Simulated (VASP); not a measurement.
# CdCl (F-43m) in VASP: a series of runs

Runs on CdCl. Level: PBE. Tasks: single point, relaxation of cell and atoms.

All numbers are computed with VASP 6.6.1; they aren't measurements. Logs are shortened: lines on timing, memory, paths and dates and some standing lists are left out, and cuts for length are marked.

### 1 The cell of the first run

It takes space group F-43m (No. 216, cubic). The conventional cell has a = 6.564 Å, b = 6.564 Å, c = 6.564 Å, α = 90.00°, β = 90.00°, γ = 90.00°. Cd (site symmetry -43m) has 4 Cl at 2.84 Å within 3.7 Å. Within 3.7 Å of Cl (site symmetry -43m) lie 4 Cd at 2.84 Å.

### 2 Single point, PBE

Input file INCAR:

```
ALGO = Normal
EDIFF = 1E-6
ENCUT = 520
GGA = PE
ISIF = 2
ISMEAR = 0
LASPH = T
LCHARG = F
LREAL = F
LWAVE = F
NBANDS = 16
NELM = 100
PREC = Accurate
SIGMA = 0.1
```

Input file KPOINTS:

```
k-points
0
Gamma
  6 6 6
```

Input file POSCAR:

```
CdCl
1.0
    0.0000000000      3.2822383499      3.2822383499
    3.2822383499      0.0000000000      3.2822383499
    3.2822383499      3.2822383499      0.0000000000
Cd Cl
1 1
Direct
    0.0000000000      0.0000000000      0.0000000000
    0.7500000000      0.7500000000      0.7500000000
```

Potentials or basis: VASP PAW PBE potentials, release 64 (Cd, Cl).

The run is started by

```bash
$ cat potpaw_PBE.64/Cd/POTCAR potpaw_PBE.64/Cl/POTCAR > POTCAR
$ mpirun -np 1 vasp_std > vasp.out
```

OUTCAR:

```text
EDIFF = 1E-6
   ENCUT = 520
   GGA = PE
   ISIF = 2
   ISMEAR = 0
   LASPH = T
   LREAL = F
   NELM = 100
   PREC = Accurate

 ion  position               nearest neighbor table
   1  0.000  0.000  0.000-   2 2.84   2 2.84   2 2.84   2 2.84
   2  0.750  0.750  0.750-   1 2.84   1 2.84   1 2.84   1 2.84

  LATTYP: Found a face centered cubic cell.
 ALAT       =     6.5644766998

  Lattice vectors:

 A1 = (   0.0000000000,   3.2822383499,   3.2822383499)
 A2 = (   3.2822383499,   0.0000000000,   3.2822383499)
 A3 = (   3.2822383499,   3.2822383499,   0.0000000000)

Analysis of symmetry for initial positions (statically):
=====================================================================
 Subroutine PRICEL returns:
 Original cell was already a primitive cell.

 Routine SETGRP: Setting up the symmetry group for a
 face centered cubic supercell.

 Subroutine GETGRP returns: Found 24 space group operations
 (whereof 24 operations were pure point group operations)
 out of a pool of 48 trial point group operations.

The static configuration has the point symmetry T_d .

Analysis of symmetry for dynamics (positions and initial velocities):
=====================================================================
 Subroutine PRICEL returns:
 Original cell was already a primitive cell.

 Routine SETGRP: Setting up the symmetry group for a
 face centered cubic supercell.

 Subroutine GETGRP returns: Found 24 space group operations
 (whereof 24 operations were pure point group operations)
 out of a pool of 48 trial point group operations.

The dynamic configuration has the point symmetry T_d .

 Subroutine INISYM returns: Found 24 space group operations
 (whereof 24 operations are pure point group operations),
 and found     1 'primitive' translations

----------------------------------------------------------------------------------------

                                     Primitive cell

  volume of cell :      70.7197

  direct lattice vectors                    reciprocal lattice vectors
     0.000000000  3.282238350  3.282238350    -0.152335067  0.152335067  0.152335067
     3.282238350  0.000000000  3.282238350     0.152335067 -0.152335067  0.152335067
     3.282238350  3.282238350  0.000000000     0.152335067  0.152335067 -0.152335067

  length of vectors
     4.641785989  4.641785989  4.641785989     0.263852076  0.263852076  0.263852076

  position of ions in fractional coordinates (direct lattice)
     0.000000000  0.000000000  0.000000000
     0.750000000  0.750000000  0.750000000

  ion indices of the primitive-cell ions
   primitive index   ion index
                 1           1
                 2           2

----------------------------------------------------------------------------------------

 KPOINTS: k-points

Automatic generation of k-mesh.
 Grid dimensions read from file:
 generate k-points for:    6    6    6

 Generating k-lattice:

  Cartesian coordinates                     Fractional coordinates (reciprocal lattice)
    -0.025389178  0.025389178  0.025389178     0.166666667  0.000000000  0.000000000
     0.025389178 -0.025389178  0.025389178     0.000000000  0.166666667  0.000000000
     0.025389178  0.025389178 -0.025389178     0.000000000  0.000000000  0.166666667

  Length of vectors
     0.043975346  0.043975346  0.043975346

  Shift w.r.t. Gamma in fractional coordinates (k-lattice)
     0.000000000  0.000000000  0.000000000

 Subroutine IBZKPT returns following result:
 ===========================================

 Found     16 irreducible k-points:

 Following reciprocal coordinates:
            Coordinates               Weight
  0.000000  0.000000  0.000000      1.000000
  0.166667  0.000000  0.000000      8.000000
  0.333333  0.000000  0.000000      8.000000
  0.500000  0.000000  0.000000      4.000000
  0.166667  0.166667  0.000000      6.000000
  0.333333  0.166667  0.000000     24.000000
[... 8 lines left out ...]
 -0.333333  0.333333  0.166667     24.000000
 -0.333333  0.500000  0.166667     12.000000
   k-points           NKPTS =     16   k-points in BZ     NKDIM =     16   number of bands    NBANDS=     16
   number of dos      NEDOS =    301   number of ions     NIONS =      2
   total plane-waves  NPLWV =  46656
   dimension x,y,z NGX =    36 NGY =   36 NGZ =   36
   dimension x,y,z NGXF=    72 NGYF=   72 NGZF=   72
   ions per type =               1   1
   NGX,Y,Z   is equivalent  to a cutoff of  12.89, 12.89, 12.89 a.u.
   NGXF,Y,Z  is equivalent  to a cutoff of  25.79, 25.79, 25.79 a.u.
 SYSTEM =  unknown system
   PREC   = accura    normal or accurate (medium, high low for compatibility)
   ISTART =      0    job   : 0-new  1-cont  2-samecut
   ICHARG =      2    charge: 1-file 2-atom 10-const
   ISPIN  =      1    spin polarized calculation?
   LNONCOLLINEAR =      F non collinear calculations
   LSORBIT =      F    spin-orbit coupling
   LASPH  =      T    aspherical Exc in radial PAW
[... 117 lines left out ...]
      4      -7.8735      2.00000
      5      -7.8125      2.00000
      6      -7.7970      2.00000
[... 8 lines left out ...]
     15      10.1796      0.00000
     16      10.3588      0.00000

 k-point     7 :       0.5000    0.1667    0.0000
  band No.  band energies     occupation
      1     -15.3244      2.00000
      2      -7.9436      2.00000
      3      -7.9328      2.00000
      4      -7.8171      2.00000
      5      -7.7957      2.00000
      6      -7.7434      2.00000
[... 8 lines left out ...]
     15      10.2340      0.00000
     16      10.4526      0.00000

 k-point     8 :      -0.3333    0.1667    0.0000
  band No.  band energies     occupation
      1     -15.3311      2.00000
      2      -7.9449      2.00000
      3      -7.9433      2.00000
      4      -7.8100      2.00000
      5      -7.8085      2.00000
      6      -7.7635      2.00000
[... 8 lines left out ...]
     15       9.1743      0.00000
     16      10.2631      0.00000

 k-point     9 :      -0.1667    0.1667    0.0000
  band No.  band energies     occupation
      1     -15.3646      2.00000
      2      -7.9744      2.00000
      3      -7.9606      2.00000
      4      -7.8939      2.00000
      5      -7.8157      2.00000
      6      -7.8007      2.00000
[... 8 lines left out ...]
     15       9.2766      0.00000
     16      10.2854      0.00000

 k-point    10 :       0.3333    0.3333    0.0000
  band No.  band energies     occupation
      1     -15.3314      2.00000
      2      -7.9053      2.00000
      3      -7.9053      2.00000
      4      -7.8902      2.00000
      5      -7.8040      2.00000
      6      -7.7898      2.00000
[... 8 lines left out ...]
     15      10.6751      0.00000
     16      10.9397      0.00000

 k-point    11 :       0.5000    0.3333    0.0000
  band No.  band energies     occupation
      1     -15.3114      2.00000
      2      -7.9089      2.00000
      3      -7.8881      2.00000
      4      -7.8525      2.00000
      5      -7.7891      2.00000
      6      -7.7421      2.00000
[... 8 lines left out ...]
     15      10.5049      0.00000
     16      10.8485      0.00000

 k-point    12 :      -0.3333    0.3333    0.0000
  band No.  band energies     occupation
      1     -15.3113      2.00000
      2      -7.9234      2.00000
      3      -7.9054      2.00000
      4      -7.8224      2.00000
      5      -7.8020      2.00000
      6      -7.7146      2.00000
[... 8 lines left out ...]
     15       9.6665      0.00000
     16      11.0490      0.00000

 k-point    13 :       0.5000    0.5000    0.0000
  band No.  band energies     occupation
      1     -15.3049      2.00000
      2      -7.8852      2.00000
      3      -7.8676      2.00000
      4      -7.8676      2.00000
      5      -7.7829      2.00000
      6      -7.7489      2.00000
[... 8 lines left out ...]
     15      10.0066      0.00000
     16      11.0691      0.00000

 k-point    14 :       0.5000    0.3333    0.1667
  band No.  band energies     occupation
      1     -15.3246      2.00000
      2      -7.9275      2.00000
      3      -7.9214      2.00000
      4      -7.8379      2.00000
      5      -7.7975      2.00000
      6      -7.7619      2.00000
[... 8 lines left out ...]
     15      10.0961      0.00000
     16      10.8579      0.00000

 k-point    15 :      -0.3333    0.3333    0.1667
  band No.  band energies     occupation
      1     -15.3113      2.00000
      2      -7.9203      2.00000
      3      -7.9094      2.00000
      4      -7.8196      2.00000
      5      -7.8034      2.00000
      6      -7.7148      2.00000
[... 8 lines left out ...]
     15       9.9631      0.00000
     16      10.8165      0.00000

 k-point    16 :      -0.3333    0.5000    0.1667
  band No.  band energies     occupation
      1     -15.3048      2.00000
      2      -7.8996      2.00000
      3      -7.8946      2.00000
      4      -7.8356      2.00000
      5      -7.7959      2.00000
      6      -7.7138      2.00000
[... 8 lines left out ...]
     15      10.6724      0.00000
     16      10.7451      0.00000

------------------------ aborting loop because EDIFF is reached ----------------------------------------

  FORCE on cell =-STRESS in cart. coord.  units (eV):
  Direction    XX          YY          ZZ          XY          YZ          ZX
  --------------------------------------------------------------------------------------
  -------------------------------------------------------------------------------------
  Total        0.0383640      0.0383640      0.0383640      0.0000000     -0.0000000      0.0000000
  in kB        0.8691481      0.8691481      0.8691481      0.0000000     -0.0000000      0.0000000
  external PRESSURE =       0.8691481 kB  Pullay stress =       0.0000000 kB

 VOLUME and BASIS-vectors are now :
 -----------------------------------------------------------------------------
  energy-cutoff  :      520.00
  volume of cell :       70.72
      direct lattice vectors                 reciprocal lattice vectors
     0.000000000  3.282238350  3.282238350    -0.152335067  0.152335067  0.152335067
     3.282238350  0.000000000  3.282238350     0.152335067 -0.152335067  0.152335067
     3.282238350  3.282238350  0.000000000     0.152335067  0.152335067 -0.152335067

 POSITION                                       TOTAL-FORCE (eV/Angst)
 -----------------------------------------------------------------------------------
      0.00000      0.00000      0.00000        -0.000000     -0.000000     -0.000000
      4.92336      4.92336      4.92336         0.000000      0.000000      0.000000
 -----------------------------------------------------------------------------------
    total drift:                                0.000000      0.000000      0.000000

  FREE ENERGIE OF THE ION-ELECTRON SYSTEM (eV)
  ---------------------------------------------------
  free  energy   TOTEN  =        -3.3345703020 eV

  energy  without entropy=       -3.3251659354  energy(sigma->0) =       -3.32986812
```

Wall time 21 s (1 thread of Intel Xeon 8259CL, shared host); peak memory 0.21 GiB.

What came out:

```
Free energy            : -3.3346 eV
Pressure               : 0.1 GPa
Band gap on the k mesh : zero (an odd number of electrons rules out a gap without spin polarisation)
```

Caveat: an odd number of electrons without spin polarisation forces a metal; a magnetic or distorted state may lie lower.

### 3 Relaxation of cell and atoms, PBE

This run uses another cell than the first one, of 27.79 Å³/atom.

Input file INCAR:

```
SYSTEM = CdCl
PREC = Accurate ; ENCUT = 600
EDIFF = 1E-7 ; ISMEAR = 0
SIGMA = 0.1 ; LREAL = .FALSE.
LASPH = .TRUE. ; NELM = 60
ALGO = Normal ; ISIF = 3
LWAVE = .FALSE. ; LCHARG = .FALSE.
GGA = PE ; IBRION = 2
NSW = 90 ; EDIFFG = -0.04
```

Input file KPOINTS:

```
Automatic mesh
0
G
  6 6 6
  0 0 0
```

Input file POSCAR:

```
CdCl
1.0
    0.0000000000      3.0289341289      3.0289341289
    3.0289341289      0.0000000000      3.0289341289
    3.0289341289      3.0289341289      0.0000000000
Cd Cl
1 1
Direct
    0.0000000000      0.0000000000      0.0000000000
    0.7500000000      0.7500000000      0.7500000000
```

Potentials or basis: VASP PAW PBE potentials, release 64 (Cd, Cl).

The run is started by

```bash
$ cat potpaw_PBE.64/Cd/POTCAR potpaw_PBE.64/Cl/POTCAR > POTCAR
$ mpirun -np 1 vasp_std > vasp.out
```

It took 67 s on 1 thread of Intel Xeon 8259CL, shared host; peak memory 0.22 GiB.

It converged, with:

```yaml
Free_energy: -3.3311 eV
Relaxed_volume: 35.54 Å³/atom
Relaxed_cell: a = 4.650 Å, b = 4.650 Å, c = 4.650 Å, α = 60.00°, β = 60.00°, γ = 60.00°
Space_group_after_relaxing_to_0.1_Å: F-43m (No. 216)
Energy_gained_by_relaxing: 159.9 meV/atom
Ionic_steps: 4
Pressure_after_relaxing: 0.0 GPa
Band_gap_on_the_k_mesh: zero (an odd number of electrons rules out a gap without spin polarisation)
```

Step by step:
| step | energy change (eV) | largest force (eV/Å) | pressure (GPa) | volume (Å³) |
| --- | --- | --- | --- | --- |
| 1 | 0.0000 | 0.0000 | 8.34 | 55.58 |
| 2 | -0.3116 | 0.0000 | 0.92 | 68.04 |
| 3 | -0.3189 | 0.0000 | -0.28 | 72.07 |
| 4 | -0.3198 | 0.0000 | -0.02 | 71.09 |

Final structure:
```xyz
2
Lattice="0.0000 3.2879 3.2879 3.2879 0.0000 3.2879 3.2879 3.2879 0.0000" Properties=species:S:1:pos:R:3 pbc="T T T"
Cd    0.0000    0.0000    0.0000
Cl    4.9319    4.9319    4.9319
```

Levels at points of the mesh, in eV from the Fermi level:
| k point | band 8 | band 9 | band 10 | band 11 | band 12 | band 13 |
| --- | --- | --- | --- | --- | --- | --- |
| (0.00, 0.00, 0.00) | -3.86 | -3.86 | -2.34 | 4.50 | 4.50 | 4.50 |
| (0.50, 0.00, 0.00) | -4.11 | -4.11 | -0.36 | 3.04 | 4.76 | 4.76 |
| (0.50, 0.50, 0.00) | -4.49 | -4.49 | 0.61 | 1.76 | 5.47 | 5.90 |

Caveat: the volume moved by over 15 % at a fixed basis, so the end points are rough; an odd number of electrons without spin polarisation forces a metal; a magnetic or distorted state may lie lower.

### 4 Single point, PBE

Input file INCAR:

```
  ALGO = Normal
  EDIFF = 1E-6
  ENCUT = 520
  GGA = PE
  ISIF = 2
  ISMEAR = 0
  LASPH = True
  LCHARG = False
  LREAL = False
  LWAVE = False
  NBANDS = 16
  NELM = 60
  PREC = Accurate
  SIGMA = 0.1
```

Input file KPOINTS:

```
k-points
0
Gamma
  14 14 14
```

Input file POSCAR:

```
CdCl
1.0
    0.0000000000      3.2822383499      3.2822383499
    3.2822383499      0.0000000000      3.2822383499
    3.2822383499      3.2822383499      0.0000000000
Cd Cl
1 1
Direct
    0.0000000000      0.0000000000      0.0000000000
    0.2500000000      0.2500000000      0.2500000000
```

The run is started by

```bash
$ cat potpaw_PBE.64/Cd/POTCAR potpaw_PBE.64/Cl/POTCAR > POTCAR
$ mpirun -np 1 vasp_std > vasp.out
```

It took 2.3 min on 1 thread of Intel Xeon 8259CL, shared host; peak memory 0.28 GiB.

Results (log left out):

```
Free energy            : -3.3418 eV
Pressure               : 0.1 GPa
Band gap on the k mesh : zero (an odd number of electrons rules out a gap without spin polarisation)
```

Levels at points of the mesh, in eV from the Fermi level:
```tsv
k point	band 7	band 8	band 9	band 10	band 11	band 12	band 13	band 14
(0.00, 0.00, 0.00)	-3.90	-3.90	-3.90	-2.37	4.47	4.47	4.47	7.56
(0.50, 0.00, 0.00)	-5.68	-4.15	-4.15	-0.38	3.01	4.73	4.73	7.93
(0.50, 0.50, 0.00)	-5.57	-4.54	-4.54	0.59	1.72	5.44	5.89	5.89
```

Caveat: an odd number of electrons without spin polarisation forces a metal; a magnetic or distorted state may lie lower.

### 5 Relaxation of cell and atoms, PBE

Input file INCAR:

```
ALGO = Normal ; EDIFF = 1E-7
EDIFFG = -0.01 ; ENCUT = 600
GGA = PE ; IBRION = 2
ISIF = 3 ; ISMEAR = 0
LASPH = T ; LCHARG = F
LREAL = F ; LWAVE = F
NELM = 100 ; NSW = 100
PREC = Accurate ; SIGMA = 0.1
```

KPOINTS is that of step 4.

POSCAR is that of step 4.

The run is started by

```bash
$ cat potpaw_PBE.64/Cd/POTCAR potpaw_PBE.64/Cl/POTCAR > POTCAR
$ mpirun -np 1 vasp_std > vasp.out
```

Wall time 4.7 min (1 thread of Intel Xeon 8259CL, shared host); peak memory 0.34 GiB.

It converged, with:

```yaml
Free_energy: -3.3417 eV
Relaxed_volume: 35.42 Å³/atom
Relaxed_cell: a = 4.645 Å, b = 4.645 Å, c = 4.645 Å, α = 60.00°, β = 60.00°, γ = 60.00°
Space_group_after_relaxing_to_0.1_Å: F-43m (No. 216)
Energy_gained_by_relaxing: 0.0 meV/atom
Ionic_steps: 2
Pressure_after_relaxing: 0.0 GPa
Band_gap_on_the_k_mesh: zero (an odd number of electrons rules out a gap without spin polarisation)
```

Final structure:
```
Cd Cl
1.0
     0.00000    3.28423    3.28423
     3.28423    0.00000    3.28423
     3.28423    3.28423    0.00000
Cd Cl
1 1
Direct
  0.00000 0.00000 0.00000
  0.25000 0.25000 0.25000
```

Levels at points of the mesh, in eV from the Fermi level:
| k point | band 7 | band 8 | band 9 | band 10 | band 11 | band 12 | band 13 |
| --- | --- | --- | --- | --- | --- | --- | --- |
| (0.00, 0.00, 0.00) | -3.90 | -3.90 | -3.90 | -2.37 | 4.47 | 4.47 | 4.47 |
| (0.50, 0.00, 0.00) | -5.67 | -4.14 | -4.14 | -0.38 | 3.01 | 4.74 | 4.74 |
| (0.50, 0.50, 0.00) | -5.56 | -4.53 | -4.53 | 0.59 | 1.72 | 5.44 | 5.88 |

Caveat: an odd number of electrons without spin polarisation forces a metal; a magnetic or distorted state may lie lower.

### 6 Summary

| task | cell | k mesh | cutoff (eV) | gap on the mesh (eV) | pressure (GPa) | relaxed volume (Å³/atom) |
| --- | --- | --- | --- | --- | --- | --- |
| single point | a = 4.642 Å, angles 60.0°, 2 atoms | 6 × 6 × 6 | 520 | none | 0.1 | - |
| relaxation of cell and atoms | relaxed from a = 4.284 Å, angles 60.0°, 2 atoms | 6 × 6 × 6 | 600 | none | 0.0 | 35.54 |
| single point | a = 4.642 Å, angles 60.0°, 2 atoms | 14 × 14 × 14 | 520 | none | 0.1 | - |
| relaxation of cell and atoms | relaxed from a = 4.642 Å, angles 60.0°, 2 atoms | 14 × 14 × 14 | 600 | none | 0.0 | 35.42 |

Alike in all rows: level PBE; potentials or basis VASP PAW PBE potentials, release 64 (Cd, Cl); no spin polarisation; smearing gaussian 0.1 eV.

Caveats: an odd number of electrons without spin polarisation forces a metal; a magnetic or distorted state may lie lower; the volume moved by over 15 % at a fixed basis, so the end points are rough (at least some runs).

Total energies depend on the potentials used, so only differences within one code and one set of settings carry meaning.
